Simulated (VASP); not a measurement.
# Tc3Sn (P-6m2) in VASP: notebook

Runs on Tc3Sn. Level: LDA. Tasks: single point, relaxation of cell and atoms.

Program: VASP 6.6.1. These are calculated values, not measurements. Logs are shortened: lines on timing, memory, paths and dates and some standing lists are left out, and cuts for length are marked.

**1. The cell of the first run**

The structure is hexagonal, space group P-6m2 (No. 187). The conventional cell has a = 2.883 Å, b = 2.883 Å, c = 8.456 Å, α = 90.00°, β = 90.00°, γ = 120.00°. Tc (site symmetry -6m2) has 12 Tc at 2.62 to 2.88 Å within 3.5 Å. Within 3.5 Å of Tc (site symmetry 3m) lie 9 Tc at 2.62 to 2.88 Å and 3 Sn at 2.77 Å. Within 3.6 Å of Sn (site symmetry -6m2) lie 6 Tc at 2.77 Å and 6 Sn at 2.88 Å.

**2. Single point, LDA**

Input file INCAR:

```
PREC = Accurate
ENCUT = 520
EDIFF = 1E-6
ISMEAR = -1
SIGMA = 0.05
LREAL = False
LASPH = True
NELM = 60
ALGO = Normal
ISIF = 2
LWAVE = False
LCHARG = False
NBANDS = 34
```

Input file KPOINTS:

```
regular mesh
0
Gamma
  9 9 3
```

Input file POSCAR:

```
Tc3Sn
1.0
    2.8834229379      0.0000000028      0.0000000000
   -1.4417114714      2.4971175127      0.0000000000
    0.0000000000      0.0000000000      8.4561627641
Tc Sn
3 1
Direct
    0.3333333333      0.6666666667      0.5000000000
    0.6666666667      0.3333333333      0.2612741426
    0.6666666667      0.3333333333      0.7387258574
    0.3333333333      0.6666666667      0.0000000000
```

Potentials or basis: VASP PAW LDA potentials, release 64 (Tc_pv, Sn_d).

On the command line:

```bash
$ cat potpaw_LDA.64/Tc_pv/POTCAR potpaw_LDA.64/Sn_d/POTCAR > POTCAR
$ mpirun -np 1 vasp_std > vasp.out
```

OUTCAR:

```text
PREC = Accurate
   ENCUT = 520
   EDIFF = 1E-6
   ISMEAR = -1
   LREAL = False
   LASPH = True
   NELM = 60
   ISIF = 2

 ion  position               nearest neighbor table
   1  0.333  0.667  0.500-   2 2.62   3 2.62   2 2.62   3 2.62   2 2.62   3 2.62
   2  0.667  0.333  0.261-   1 2.62   1 2.62   1 2.62   4 2.77   4 2.77   4 2.77
   3  0.667  0.333  0.739-   1 2.62   1 2.62   1 2.62   4 2.77   4 2.77   4 2.77
   4  0.333  0.667  0.000-   2 2.77   3 2.77   2 2.77   3 2.77   2 2.77   3 2.77

  LATTYP: Found a hexagonal cell.
 ALAT       =     2.8834229379
 C/A-ratio  =     2.9326820748

  Lattice vectors:

 A1 = (   2.8834229379,   0.0000000028,   0.0000000000)
 A2 = (  -1.4417114714,   2.4971175127,   0.0000000000)
 A3 = (   0.0000000000,   0.0000000000,   8.4561627641)

Analysis of symmetry for initial positions (statically):
=====================================================================
 Subroutine PRICEL returns:
 Original cell was already a primitive cell.

 Routine SETGRP: Setting up the symmetry group for a
 hexagonal supercell.

 Subroutine GETGRP returns: Found 12 space group operations
 (whereof 12 operations were pure point group operations)
 out of a pool of 24 trial point group operations.

The static configuration has the point symmetry D_3h.

Analysis of symmetry for dynamics (positions and initial velocities):
=====================================================================
 Subroutine PRICEL returns:
 Original cell was already a primitive cell.

 Routine SETGRP: Setting up the symmetry group for a
 hexagonal supercell.

 Subroutine GETGRP returns: Found 12 space group operations
 (whereof 12 operations were pure point group operations)
 out of a pool of 24 trial point group operations.

The dynamic configuration has the point symmetry D_3h.

 Subroutine INISYM returns: Found 12 space group operations
 (whereof 12 operations are pure point group operations),
 and found     1 'primitive' translations

----------------------------------------------------------------------------------------

                                     Primitive cell

  volume of cell :      60.8865

  direct lattice vectors                    reciprocal lattice vectors
     2.883422938  0.000000003  0.000000000     0.346810031  0.200230865  0.000000000
    -1.441711471  2.497117513  0.000000000    -0.000000000  0.400461730  0.000000000
     0.000000000  0.000000000  8.456162764     0.000000000  0.000000000  0.118256948

  length of vectors
     2.883422938  2.883422938  8.456162764     0.400461730  0.400461730  0.118256948

  position of ions in fractional coordinates (direct lattice)
     0.333333333  0.666666667  0.500000000
     0.666666667  0.333333333  0.261274143
     0.666666667  0.333333333  0.738725857
     0.333333333  0.666666667  0.000000000

  ion indices of the primitive-cell ions
   primitive index   ion index
                 1           1
                 2           2
                 3           3
                 4           4

----------------------------------------------------------------------------------------

 KPOINTS: regular mesh

Automatic generation of k-mesh.
 Grid dimensions read from file:
 generate k-points for:    9    9    3

 Generating k-lattice:

  Cartesian coordinates                     Fractional coordinates (reciprocal lattice)
     0.038534448  0.022247874  0.000000000     0.111111111  0.000000000  0.000000000
    -0.000000000  0.044495748  0.000000000     0.000000000  0.111111111  0.000000000
     0.000000000  0.000000000  0.039418983     0.000000000  0.000000000  0.333333333

  Length of vectors
     0.044495748  0.044495748  0.039418983

  Shift w.r.t. Gamma in fractional coordinates (k-lattice)
     0.000000000  0.000000000  0.000000000

 Subroutine IBZKPT returns following result:
 ===========================================

 Found     24 irreducible k-points:

 Following reciprocal coordinates:
            Coordinates               Weight
  0.000000  0.000000  0.000000      1.000000
  0.111111  0.000000  0.000000      6.000000
  0.222222  0.000000  0.000000      6.000000
  0.333333  0.000000  0.000000      6.000000
  0.444444  0.000000  0.000000      6.000000
  0.111111  0.111111  0.000000      6.000000
[... 16 lines left out ...]
  0.333333  0.222222  0.333333     24.000000
  0.333333  0.333333  0.333333      4.000000
   k-points           NKPTS =     24   k-points in BZ     NKDIM =     24   number of bands    NBANDS=     34
   number of dos      NEDOS =    301   number of ions     NIONS =      4
   total plane-waves  NPLWV =  36864
   dimension x,y,z NGX =    24 NGY =   24 NGZ =   64
   dimension x,y,z NGXF=    48 NGYF=   48 NGZF=  128
   ions per type =               3   1
   NGX,Y,Z   is equivalent  to a cutoff of  13.84, 13.84, 12.58 a.u.
   NGXF,Y,Z  is equivalent  to a cutoff of  27.67, 27.67, 25.16 a.u.
 SYSTEM =  unknown system
   PREC   = accura    normal or accurate (medium, high low for compatibility)
   ISTART =      0    job   : 0-new  1-cont  2-samecut
   ICHARG =      2    charge: 1-file 2-atom 10-const
   ISPIN  =      1    spin polarized calculation?
   LNONCOLLINEAR =      F non collinear calculations
   LSORBIT =      F    spin-orbit coupling
   LASPH  =      T    aspherical Exc in radial PAW
   ENCUT  =  520.0 eV  38.22 Ry    6.18 a.u.   5.36  5.36 15.72*2*pi/ulx,y,z
   NELM   =     60;   NELMIN=  2; NELMDL= -5     # of ELM steps
   EDIFF  = 0.1E-05   stopping-criterion for ELM
   LREAL  =      F    real-space projection
   EDIFFG = 0.1E-04   stopping-criterion for IOM
   NSW    =      0    number of steps for IOM
   IBRION =     -1    ionic relax: 0-MD 1-quasi-New 2-CG
   NFREE  =      0    steps in history (QN), initial steepest desc. (CG)
   ISIF   =      2    stress and relaxation
   ISYM   =      2    0-nonsym 1-usesym 2-fastsym
   POTIM  = 0.5000    time-step for ionic-motion
   TEBEG  =    0.0;   TEEND  =   0.0 temperature during run
   PSTRESS=    0.0 pullay stress
   NELECT =      53.0000    total number of electrons
   NUPDOWN=      -1.0000    fix difference up-down
   EMIN   =  10.00;   EMAX   =-10.00  energy-range for DOS
   EFERMI =   0.00;   METHOD = LEGACY
   ISMEAR =    -1;   SIGMA  =   0.05  broadening in eV -4-tet -1-fermi 0-gaus
   EFERMI_NEDOS =   21; number of points for ismear=-14 and -15
   IALGO  =     38    algorithm
   IMIX   =      4    mixing-type and parameters
     AMIX     =   0.40;   BMIX     =  1.00
     AMIX_MAG =   1.60;   BMIX_MAG =  1.00
  volume/ion in A,a.u.               =      15.22       102.72
  Fermi-wavevector in a.u.,A,eV,Ry     =   1.563123  2.953875 33.243855  2.443354
  Thomas-Fermi vector in A             =   2.665941
   LORBIT       =      0    0 simple, 1 ext, 2 COOP (PROOUT), +10 PAW based schemes
   GGA     = CA    functional components
   LHFCALC =     F    Hartree Fock is set to
   AEXX    =    0.0000 exact exchange contribution
   IVDW    =     0    specifies the selected vdW correction
   LEPSILON=     F    determine dielectric tensor
   LRPA    =     F    only Hartree local field effects (RPA)
 non-spin polarized calculation
  energy-cutoff  :      520.00
  volume of cell :       60.89
 maximum number of plane-waves:      1670
 NGX is ok and might be reduce to    24
   NGX = 11   NGY = 11   NGZ = 31

 number of electron      53.0000000 magnetization

 Free energy of the ion-electron system (eV)
  ---------------------------------------------------
  ext. energy  EPLUGINS =         0.00000000
  ---------------------------------------------------
  free energy    TOTEN  =       -38.92405583 eV

  energy without entropy =      -38.88569645  energy(sigma->0) =      -38.90487614

 E-fermi :  12.9373     XC(G=0): -13.6362

 val. band max:       12.9155664473   @ k =   0.2222   0.1111   0.3333
 cond. band min:      12.9478667339   @ k =   0.3333   0.2222   0.0000
 fundamental gap:      0.0323002865
 Fermi energy:        12.9372782795

 k-point     1 :       0.0000    0.0000    0.0000
  band No.  band energies     occupation
      1     -26.2278      2.00000
      2     -25.6142      2.00000
      3     -25.4548      2.00000
      4     -25.4548      2.00000
      5     -25.2604      2.00000
      6     -25.2604      2.00000
[... 26 lines left out ...]
     33      15.2107      0.00000
     34      18.6824      0.00000

 k-point     2 :       0.1111    0.0000    0.0000
  band No.  band energies     occupation
      1     -26.2001      2.00000
      2     -25.6907      2.00000
      3     -25.4806      2.00000
      4     -25.4496      2.00000
      5     -25.3540      2.00000
      6     -25.2773      2.00000
[... 26 lines left out ...]
     33      16.7049      0.00000
     34      18.9498      0.00000

 k-point     3 :       0.2222    0.0000    0.0000
  band No.  band energies     occupation
      1     -26.1375      2.00000
      2     -25.8680      2.00000
      3     -25.5433      2.00000
      4     -25.5265      2.00000
      5     -25.5214      2.00000
      6     -25.3199      2.00000
[... 26 lines left out ...]
     33      17.6166      0.00000
     34      18.6679      0.00000

 k-point     4 :       0.3333    0.0000    0.0000
  band No.  band energies     occupation
      1     -26.1107      2.00000
      2     -26.0617      2.00000
      3     -25.6938      2.00000
      4     -25.6279      2.00000
      5     -25.6109      2.00000
      6     -25.3680      2.00000
[... 26 lines left out ...]
     33      15.6535      0.00000
     34      20.0454      0.00000

 k-point     5 :       0.4444    0.0000    0.0000
  band No.  band energies     occupation
      1     -26.1864      2.00000
      2     -26.1466      2.00000
      3     -25.8141      2.00000
      4     -25.6535      2.00000
      5     -25.6033      2.00000
      6     -25.3992      2.00000
[... 621 lines left out ...]
 k-point    22 :       0.2222    0.2222    0.3333
  band No.  band energies     occupation
      1     -26.0850      2.00000
      2     -26.0612      2.00000
      3     -25.8281      2.00000
      4     -25.6194      2.00000
      5     -25.6143      2.00000
      6     -25.4825      2.00000
[... 26 lines left out ...]
     33      16.5265      0.00000
     34      17.0782      0.00000

 k-point    23 :       0.3333    0.2222    0.3333
  band No.  band energies     occupation
      1     -26.1121      2.00000
      2     -26.0828      2.00000
      3     -25.8942      2.00000
      4     -25.6881      2.00000
      5     -25.6161      2.00000
      6     -25.5228      2.00000
[... 26 lines left out ...]
     33      17.2065      0.00000
     34      18.8536      0.00000

 k-point    24 :       0.3333    0.3333    0.3333
  band No.  band energies     occupation
      1     -26.0671      2.00000
      2     -26.0530      2.00000
      3     -25.9711      2.00000
      4     -25.6816      2.00000
      5     -25.6744      2.00000
      6     -25.5080      2.00000
[... 26 lines left out ...]
     33      18.1449      0.00000
     34      19.2911      0.00000

------------------------ aborting loop because EDIFF is reached ----------------------------------------

  FORCE on cell =-STRESS in cart. coord.  units (eV):
  Direction    XX          YY          ZZ          XY          YZ          ZX
  --------------------------------------------------------------------------------------
  -------------------------------------------------------------------------------------
  Total        0.1022941      0.1022941      0.0833166     -0.0000000     -0.0000000      0.0000000
  in kB        2.6917855      2.6917855      2.1924096     -0.0000000     -0.0000000      0.0000000
  external PRESSURE =       2.5253269 kB  Pullay stress =       0.0000000 kB

 VOLUME and BASIS-vectors are now :
 -----------------------------------------------------------------------------
  energy-cutoff  :      520.00
  volume of cell :       60.89
      direct lattice vectors                 reciprocal lattice vectors
     2.883422938  0.000000003  0.000000000     0.346810031  0.200230865  0.000000000
    -1.441711471  2.497117513  0.000000000    -0.000000000  0.400461730  0.000000000
     0.000000000  0.000000000  8.456162764     0.000000000  0.000000000  0.118256948

 POSITION                                       TOTAL-FORCE (eV/Angst)
 -----------------------------------------------------------------------------------
     -0.00000      1.66475      4.22808         0.000000     -0.000000      0.000000
      1.44171      0.83237      2.20938        -0.000000      0.000000      0.037419
      1.44171      0.83237      6.24679        -0.000000      0.000000     -0.037419
     -0.00000      1.66475      0.00000         0.000000     -0.000000      0.000000
 -----------------------------------------------------------------------------------
    total drift:                               -0.000000      0.000000      0.000000

  FREE ENERGIE OF THE ION-ELECTRON SYSTEM (eV)
  ---------------------------------------------------
  free  energy   TOTEN  =       -38.9240558294 eV

  energy  without entropy=      -38.8856964505  energy(sigma->0) =      -38.90487614
```

Run time: 34 s. Hardware: 1 thread of Intel Xeon Platinum 8488C (Sapphire Rapids), shared host; peak memory 0.18 GiB.

Results:

```
Free energy            : -38.9241 eV
Pressure               : 0.3 GPa
Largest force          : 0.037 eV/Å
Band gap on the k mesh : zero (an odd number of electrons rules out a gap without spin polarisation)
```

Forces on the atoms (eV/Å):
```
Tc   0.000  0.000  0.000
Tc   0.000  0.000  0.037
Tc   0.000  0.000 -0.037
Sn   0.000  0.000  0.000
```

Levels at points of the mesh, in eV from the Fermi level:
```
           k point  band 22  band 23  band 24  band 25  band 26  band 27  band 28  band 29  band 30  band 31
(0.00, 0.00, 0.00)    -2.02    -2.02    -1.19    -1.19    -0.58    -0.13    -0.13     1.14     1.32     1.32
```

Caveat: spin-orbit coupling is left out, which moves the levels of the heavy elements.

**3. Relaxation of cell and atoms, LDA**

This run uses another cell than the first one, of 16.17 Å³/atom.

Input file INCAR:

```
PREC = Accurate ; ENCUT = 600
EDIFF = 1E-6 ; ISMEAR = -1
SIGMA = 0.05 ; LREAL = False
LASPH = True ; NELM = 100
ALGO = Normal ; ISIF = 3
LWAVE = False ; LCHARG = False
IBRION = 2 ; NSW = 80
EDIFFG = -0.02
```

KPOINTS is that of step 2.

Input file POSCAR:

```
Tc3Sn
1.0
    2.9415865700      0.0000000000      0.0000000000
   -1.4707932900      2.5474887000      0.0000000000
    0.0000000000      0.0000000000      8.6334470000
Tc Sn
3 1
Direct
    0.3333333333      0.6666666667      0.5000000000
    0.6666666667      0.3333333333      0.2617820000
    0.6666666667      0.3333333333      0.7382180000
    0.3333333333      0.6666666667      0.0000000000
```

Potentials or basis: VASP PAW LDA potentials, release 64 (Tc_pv, Sn_d).

On the command line:

```bash
$ cat potpaw_LDA.64/Tc_pv/POTCAR potpaw_LDA.64/Sn_d/POTCAR > POTCAR
$ mpirun -np 1 vasp_std > vasp.out
```

It took 2.5 min on 1 thread of Intel Xeon Platinum 8488C (Sapphire Rapids), shared host; peak memory 0.2 GiB.

It converged, with:

| Quantity | Value |
| --- | --- |
| Free energy | -38.9259 eV |
| Relaxed volume | 15.23 Å³/atom |
| Relaxed cell | a = 2.884 Å, b = 2.884 Å, c = 8.462 Å, α = 90.00°, β = 90.00°, γ = 120.00° |
| Space group after relaxing (to 0.1 Å) | P-6m2 (No. 187) |
| Energy gained by relaxing | 41.0 meV/atom |
| Ionic steps | 6 |
| Pressure after relaxing | 0.2 GPa |
| Largest force after relaxing | 0.013 eV/Å |
| Band gap on the k mesh | zero (an odd number of electrons rules out a gap without spin polarisation) |

Forces in eV/Å, atoms in the order of the input:
```
Tc   0.000  0.000  0.000
Tc   0.000  0.000 -0.013
Tc   0.000  0.000  0.013
Sn   0.000  0.000  0.000
```

Step by step:
| step | energy change (eV) | largest force (eV/Å) | pressure (GPa) | volume (Å³) |
| --- | --- | --- | --- | --- |
| 1 | 0.0000 | 0.2495 | -13.39 | 64.70 |
| 2 | 1.0347 | 1.2315 | 52.56 | 52.84 |
| 3 | -0.1627 | 0.0744 | -0.93 | 61.24 |
| 4 | -0.1633 | 0.0929 | -0.22 | 61.07 |
| 5 | -0.1632 | 0.1002 | 0.10 | 61.00 |
| 6 | -0.1640 | 0.0135 | 0.17 | 60.94 |

Final structure:
```
CELL_PARAMETERS angstrom
2.88365 0.00000 0.00000
-1.44182 2.49731 0.00000
0.00000 0.00000 8.46189
ATOMIC_POSITIONS crystal
Tc 0.33333 0.66667 0.50000
Tc 0.66667 0.33333 0.26164
Tc 0.66667 0.33333 0.73836
Sn 0.33333 0.66667 0.00000
```

Levels at points of the mesh, in eV from the Fermi level:
| k point | band 22 | band 23 | band 24 | band 25 | band 26 | band 27 | band 28 | band 29 | band 30 | band 31 |
| --- | --- | --- | --- | --- | --- | --- | --- | --- | --- | --- |
| (0.00, 0.00, 0.00) | -2.02 | -2.02 | -1.18 | -1.18 | -0.58 | -0.13 | -0.13 | 1.15 | 1.33 | 1.33 |

Caveat: spin-orbit coupling is left out, which moves the levels of the heavy elements.

The gap in the log of VASP goes by the Fermi energy; the results here count the filled bands.